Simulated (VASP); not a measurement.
# B3F2 (P4/mbm) in VASP: single point with PBE

Aim: the single point of B3F2 with PBE.

Program: VASP 6.6.1. These are calculated values, not measurements. Logs are shortened: lines on timing, memory, paths and dates and some standing lists are left out, and cuts for length are marked.

**1. The cell of the first run**

It takes space group P4/mbm (No. 127, tetragonal). Conventional cell: a = 5.757 Å, b = 5.757 Å, c = 2.892 Å, α = 90.00°, β = 90.00°, γ = 90.00°. Within 3.0 Å of B (site symmetry 4/m) lie 4 F at 2.29 Å and 10 B at 2.56 to 2.89 Å. Within 3.0 Å of B (site symmetry m2m) lie 6 F at 2.18 to 2.28 Å and 11 B at 2.56 to 2.99 Å. Within 2.6 Å of F (site symmetry m2m) lie 1 F at 1.95 Å and 8 B at 2.18 to 2.29 Å.

**2. Single point, PBE, collinear spin**

INCAR reads:

```
ALGO = Normal
EDIFF = 1E-6
ENCUT = 520
GGA = PE
ISIF = 2
ISMEAR = 0
ISPIN = 2
LASPH = T
LCHARG = T
LELF = T
LORBIT = 11
LREAL = F
LVHAR = T
LWAVE = F
MAGMOM = 0 0 0 0 0 0 1 1 1 1
NBANDS = 38
NELM = 150
PREC = Accurate
SIGMA = 0.1
```

KPOINTS reads:

```
k-points
0
Gamma
  4 4 6
```

POSCAR reads:

```
B3F2
1.0
    5.7568075828      0.0000000000      0.0000000000
    0.0000000000      5.7568075828      0.0000000000
    0.0000000000      0.0000000000      2.8921123412
B F
6 4
Direct
    0.0000000000      0.0000000000      0.0000000000
    0.5000000000      0.5000000000      0.0000000000
    0.1800000000      0.6800000000      0.5000000000
    0.3200000000      0.1800000000      0.5000000000
    0.8200000000      0.3200000000      0.5000000000
    0.6800000000      0.8200000000      0.5000000000
    0.3800000000      0.8800000000      0.0000000000
    0.1200000000      0.3800000000      0.0000000000
    0.6200000000      0.1200000000      0.0000000000
    0.8800000000      0.6200000000      0.0000000000
```

Potentials or basis: VASP PAW PBE potentials, release 64 (B, F).

On the command line:

```bash
$ cat potpaw_PBE.64/B/POTCAR potpaw_PBE.64/F/POTCAR > POTCAR
$ mpirun -np 1 vasp_std > vasp.out
```

OUTCAR:

```text
EDIFF = 1E-6
   ENCUT = 520
   GGA = PE
   ISIF = 2
   ISMEAR = 0
   ISPIN = 2
   LASPH = T
   LORBIT = 11
   LREAL = F
   NELM = 150
   PREC = Accurate

 ion  position               nearest neighbor table
   1  0.000  0.000  0.000-
   2  0.500  0.500  0.000-
   3  0.180  0.680  0.500-
   4  0.320  0.180  0.500-
   5  0.820  0.320  0.500-
   6  0.680  0.820  0.500-
   7  0.380  0.880  0.000-
   8  0.120  0.380  0.000-
   9  0.620  0.120  0.000-
  10  0.880  0.620  0.000-

  LATTYP: Found a simple tetragonal cell.
 ALAT       =     5.7568075828
 C/A-ratio  =     0.5023812764

  Lattice vectors:

 A1 = (   5.7568075828,   0.0000000000,   0.0000000000)
 A2 = (   0.0000000000,   5.7568075828,   0.0000000000)
 A3 = (   0.0000000000,   0.0000000000,   2.8921123412)

Analysis of symmetry for initial positions (statically):
=====================================================================
 Subroutine PRICEL returns:
 Original cell was already a primitive cell.

 Routine SETGRP: Setting up the symmetry group for a
 simple tetragonal supercell.

 Subroutine GETGRP returns: Found 16 space group operations
 (whereof  8 operations were pure point group operations)
 out of a pool of 16 trial point group operations.

The static configuration has the point symmetry C_4h.
 The point group associated with its full space group is D_4h.

Analysis of symmetry for dynamics (positions and initial velocities):
=====================================================================
 Subroutine PRICEL returns:
 Original cell was already a primitive cell.

 Routine SETGRP: Setting up the symmetry group for a
 simple tetragonal supercell.

 Subroutine GETGRP returns: Found 16 space group operations
 (whereof  8 operations were pure point group operations)
 out of a pool of 16 trial point group operations.

The dynamic configuration has the point symmetry C_4h.
 The point group associated with its full space group is D_4h.

Analysis of structural, dynamic, and magnetic symmetry:
=====================================================================
 Subroutine PRICEL returns:
 Original cell was already a primitive cell.

 Routine SETGRP: Setting up the symmetry group for a
 simple tetragonal supercell.

 Subroutine GETGRP returns: Found 16 space group operations
 (whereof  8 operations were pure point group operations)
 out of a pool of 16 trial point group operations.

The overall configuration has the point symmetry C_4h.
 The point group associated with its full space group is D_4h.

 Subroutine INISYM returns: Found 16 space group operations
 (whereof  8 operations are pure point group operations),
 and found     1 'primitive' translations

----------------------------------------------------------------------------------------

                                     Primitive cell

  volume of cell :      95.8470

  direct lattice vectors                    reciprocal lattice vectors
     5.756807583  0.000000000  0.000000000     0.173707387  0.000000000  0.000000000
     0.000000000  5.756807583  0.000000000     0.000000000  0.173707387  0.000000000
     0.000000000  0.000000000  2.892112341     0.000000000  0.000000000  0.345768035

  length of vectors
     5.756807583  5.756807583  2.892112341     0.173707387  0.173707387  0.345768035

  position of ions in fractional coordinates (direct lattice)
     0.000000000  0.000000000  0.000000000
     0.500000000  0.500000000  0.000000000
     0.180000000  0.680000000  0.500000000
     0.320000000  0.180000000  0.500000000
     0.820000000  0.320000000  0.500000000
     0.680000000  0.820000000  0.500000000
     0.380000000  0.880000000  0.000000000
     0.120000000  0.380000000  0.000000000
     0.620000000  0.120000000  0.000000000
     0.880000000  0.620000000  0.000000000

  ion indices of the primitive-cell ions
   primitive index   ion index
[... 68 lines left out ...]
   ions per type =               6   4
   NGX,Y,Z   is equivalent  to a cutoff of  13.86, 13.86, 13.80 a.u.
   NGXF,Y,Z  is equivalent  to a cutoff of  27.72, 27.72, 27.59 a.u.
 SYSTEM =  unknown system
   PREC   = accura    normal or accurate (medium, high low for compatibility)
   ISTART =      0    job   : 0-new  1-cont  2-samecut
   ICHARG =      2    charge: 1-file 2-atom 10-const
   ISPIN  =      2    spin polarized calculation?
   LNONCOLLINEAR =      F non collinear calculations
   LSORBIT =      F    spin-orbit coupling
   LASPH  =      T    aspherical Exc in radial PAW
   ENCUT  =  520.0 eV  38.22 Ry    6.18 a.u.  10.70 10.70  5.38*2*pi/ulx,y,z
   NELM   =    150;   NELMIN=  2; NELMDL= -5     # of ELM steps
   EDIFF  = 0.1E-05   stopping-criterion for ELM
   LREAL  =      F    real-space projection
   EDIFFG = 0.1E-04   stopping-criterion for IOM
   NSW    =      0    number of steps for IOM
   IBRION =     -1    ionic relax: 0-MD 1-quasi-New 2-CG
   NFREE  =      0    steps in history (QN), initial steepest desc. (CG)
   ISIF   =      2    stress and relaxation
   ISYM   =      2    0-nonsym 1-usesym 2-fastsym
   POTIM  = 0.5000    time-step for ionic-motion
   TEBEG  =    0.0;   TEEND  =   0.0 temperature during run
   PSTRESS=    0.0 pullay stress
   NELECT =      46.0000    total number of electrons
   NUPDOWN=      -1.0000    fix difference up-down
   EMIN   =  10.00;   EMAX   =-10.00  energy-range for DOS
   EFERMI =   0.00;   METHOD = LEGACY
   ISMEAR =     0;   SIGMA  =   0.10  broadening in eV -4-tet -1-fermi 0-gaus
   EFERMI_NEDOS =   21; number of points for ismear=-14 and -15
   IALGO  =     38    algorithm
   IMIX   =      4    mixing-type and parameters
     AMIX     =   0.40;   BMIX     =  1.00
     AMIX_MAG =   1.60;   BMIX_MAG =  1.00
  volume/ion in A,a.u.               =       9.58        64.68
  Fermi-wavevector in a.u.,A,eV,Ry     =   1.281744  2.422145 22.352567  1.642867
  Thomas-Fermi vector in A             =   2.414096
   LORBIT       =     11    0 simple, 1 ext, 2 COOP (PROOUT), +10 PAW based schemes
   GGA     = PE    functional components
   LHFCALC =     F    Hartree Fock is set to
   AEXX    =    0.0000 exact exchange contribution
   IVDW    =     0    specifies the selected vdW correction
   LEPSILON=     F    determine dielectric tensor
   LRPA    =     F    only Hartree local field effects (RPA)
 spin polarized calculation
 Gauss-broadening in eV      SIGMA  =   0.10
  energy-cutoff  :      520.00
  volume of cell :       95.85
 maximum number of plane-waves:      2640
 NGX is ok and might be reduce to    48
   NGX = 21   NGY = 21   NGZ = 11

 number of electron      46.0000002 magnetization      -0.0015951

 number of electron      46.0000002 magnetization       0.0009784

 Free energy of the ion-electron system (eV)
  ---------------------------------------------------
  ext. energy  EPLUGINS =         0.00000000
  ---------------------------------------------------
  free energy    TOTEN  =       -30.49863713 eV

  energy without entropy =      -30.48835661  energy(sigma->0) =      -30.49349687

 E-fermi :   3.6977     XC(G=0): -10.9208

 val. band max:        3.6626045756   @ k =   0.0000   0.0000   0.0000
 cond. band min:       3.8056759682   @ k =   0.2500   0.2500   0.1667
 fundamental gap:      0.1430713926
 Fermi energy:         3.6976911766

 spin component 1

 k-point     1 :       0.0000    0.0000    0.0000
  band No.  band energies     occupation
      1     -21.0656      1.00000
      2     -20.8106      1.00000
      3     -19.6822      1.00000
      4     -19.6822      1.00000
      5      -5.4154      1.00000
      6      -5.3057      1.00000
[... 901 lines left out ...]
     34       7.2214      0.00000
     35       7.9138      0.00000
 Fermi energy:         3.6976911766

 spin component 2

 k-point     1 :       0.0000    0.0000    0.0000
  band No.  band energies     occupation
      1     -21.0656      1.00000
      2     -20.8106      1.00000
      3     -19.6822      1.00000
      4     -19.6822      1.00000
      5      -5.4153      1.00000
      6      -5.3055      1.00000
[... 901 lines left out ...]
     34       7.2215      0.00000
     35       7.9139      0.00000
 [bands above 35 left out]

------------------------ aborting loop because EDIFF is reached ----------------------------------------

  FORCE on cell =-STRESS in cart. coord.  units (eV):
  Direction    XX          YY          ZZ          XY          YZ          ZX
  --------------------------------------------------------------------------------------
  -------------------------------------------------------------------------------------
  Total       10.0235769     10.0235769     -1.0733423      0.0000000      0.0000000      0.0000000
  in kB      167.5539706    167.5539706    -17.9419750      0.0000000      0.0000000      0.0000000
  external PRESSURE =     105.7219887 kB  Pullay stress =       0.0000000 kB

 VOLUME and BASIS-vectors are now :
 -----------------------------------------------------------------------------
  energy-cutoff  :      520.00
  volume of cell :       95.85
      direct lattice vectors                 reciprocal lattice vectors
     5.756807583  0.000000000  0.000000000     0.173707387  0.000000000  0.000000000
     0.000000000  5.756807583  0.000000000     0.000000000  0.173707387  0.000000000
     0.000000000  0.000000000  2.892112341     0.000000000  0.000000000  0.345768035

 POSITION                                       TOTAL-FORCE (eV/Angst)
 -----------------------------------------------------------------------------------
      0.00000      0.00000      0.00000         0.000000      0.000000      0.000000
      2.87840      2.87840      0.00000         0.000000      0.000000      0.000000
      1.03623      3.91463      1.44606         0.606250      0.606250      0.000000
      1.84218      1.03623      1.44606        -0.606250      0.606250      0.000000
      4.72058      1.84218      1.44606        -0.606250     -0.606250     -0.000000
      3.91463      4.72058      1.44606         0.606250     -0.606250     -0.000000
      2.18759      5.06599      0.00000        -1.978907     -1.978907      0.000000
      0.69082      2.18759      0.00000         1.978907     -1.978907     -0.000000
      3.56922      0.69082      0.00000         1.978907      1.978907      0.000000
      5.06599      3.56922      0.00000        -1.978907      1.978907      0.000000
 -----------------------------------------------------------------------------------
    total drift:                               -0.000000     -0.000000      0.000000

  FREE ENERGIE OF THE ION-ELECTRON SYSTEM (eV)
  ---------------------------------------------------
  free  energy   TOTEN  =       -30.4986371280 eV

  energy  without entropy=      -30.4883566105  energy(sigma->0) =      -30.49349687

 total charge

# of ion       s       p       d       tot
------------------------------------------
    1        0.861   0.472   0.000   1.333
    2        0.861   0.472   0.000   1.333
    3        0.947   0.374   0.000   1.322
    4        0.947   0.374   0.000   1.322
    5        0.947   0.374   0.000   1.322
    6        0.947   0.374   0.000   1.322
    7        1.778   4.241   0.000   6.019
    8        1.778   4.241   0.000   6.019
    9        1.778   4.241   0.000   6.019
   10        1.778   4.241   0.000   6.019
--------------------------------------------------
tot         12.624  19.403   0.000  32.027

 magnetization (x)

# of ion       s       p       d       tot
------------------------------------------
    1        0.000   0.000   0.000   0.000
    2        0.000   0.000   0.000   0.000
    3        0.000   0.000   0.000   0.000
    4        0.000   0.000   0.000   0.000
    5        0.000   0.000   0.000   0.000
    6        0.000   0.000   0.000   0.000
    7        0.000  -0.000   0.000  -0.000
    8        0.000  -0.000   0.000  -0.000
    9        0.000  -0.000   0.000  -0.000
   10        0.000  -0.000   0.000  -0.000
--------------------------------------------------
tot          0.000   0.000   0.000   0.000
```

Wall time 4.3 min (1 thread of Intel Xeon 8259CL, shared host); peak memory 0.32 GiB.

Results:

```
Free energy                                           : -30.4986 eV
Pressure                                              : 10.6 GPa
Largest force                                         : 2.799 eV/Å
Band gap on the k mesh                                : zero (filled and empty bands overlap)
Net moment                                            : 0.00 μB per cell
Valence electrons inside the program's atomic spheres : B 1.33, 1.32 (each value once); F 6.02
```

Forces in eV/Å, atoms in the order of the input:
```
B    0.000  0.000  0.000
B    0.000  0.000  0.000
B    0.606  0.606  0.000
B   -0.606  0.606  0.000
B   -0.606 -0.606  0.000
B    0.606 -0.606  0.000
F   -1.979 -1.979  0.000
F    1.979 -1.979  0.000
F    1.979  1.979  0.000
F   -1.979  1.979  0.000
```

Stress tensor (GPa, compression positive):
```
16.76  0.00  0.00
 0.00 16.76  0.00
 0.00  0.00 -1.79
```

Levels at points of the mesh, in eV from the Fermi level:
Spin up:
```
           k point  band 19  band 20  band 21  band 22  band 23  band 24  band 25  band 26  band 27  band 28
(0.00, 0.00, 0.00)    -1.58    -1.58    -1.38    -0.67    -0.04    -0.04     0.72     3.30     3.57     3.57
(0.50, 0.00, 0.00)    -2.33    -2.33    -0.93    -0.93     0.51     0.51     2.30     2.30     3.01     3.01
(0.50, 0.50, 0.00)    -3.67    -3.67    -0.30    -0.30     0.64     0.64     2.64     2.64     3.14     3.14
(0.00, 0.00, 0.50)    -2.59    -2.40    -2.40    -2.24    -0.85     1.57     1.57     2.10     2.10     2.21
(0.50, 0.00, 0.50)    -1.78    -1.78    -1.64    -1.64    -0.19    -0.19     1.22     1.22     2.00     2.00
(0.50, 0.50, 0.50)    -1.65    -1.65    -1.46    -1.46    -0.28    -0.28     0.35     0.35     1.45     1.45
```
Spin down:
```
           k point  band 19  band 20  band 21  band 22  band 23  band 24  band 25  band 26  band 27  band 28
(0.00, 0.00, 0.00)    -1.58    -1.58    -1.38    -0.67    -0.04    -0.04     0.72     3.30     3.57     3.57
(0.50, 0.00, 0.00)    -2.33    -2.33    -0.93    -0.93     0.51     0.51     2.30     2.30     3.01     3.01
(0.50, 0.50, 0.00)    -3.67    -3.67    -0.30    -0.30     0.64     0.64     2.64     2.64     3.14     3.14
(0.00, 0.00, 0.50)    -2.59    -2.40    -2.40    -2.23    -0.85     1.57     1.57     2.10     2.10     2.21
(0.50, 0.00, 0.50)    -1.78    -1.78    -1.64    -1.64    -0.19    -0.19     1.22     1.22     2.00     2.00
(0.50, 0.50, 0.50)    -1.65    -1.65    -1.46    -1.46    -0.28    -0.28     0.35     0.35     1.45     1.45
```

Caveat: the k points lie up to 0.36 Å⁻¹ apart, too coarse for converged energies and pressures of a metal; forces of over 1 eV/Å act on the atoms, so gaps and moduli don't describe the material at rest.

The gap in the log of VASP goes by the Fermi energy; the results here count the filled bands.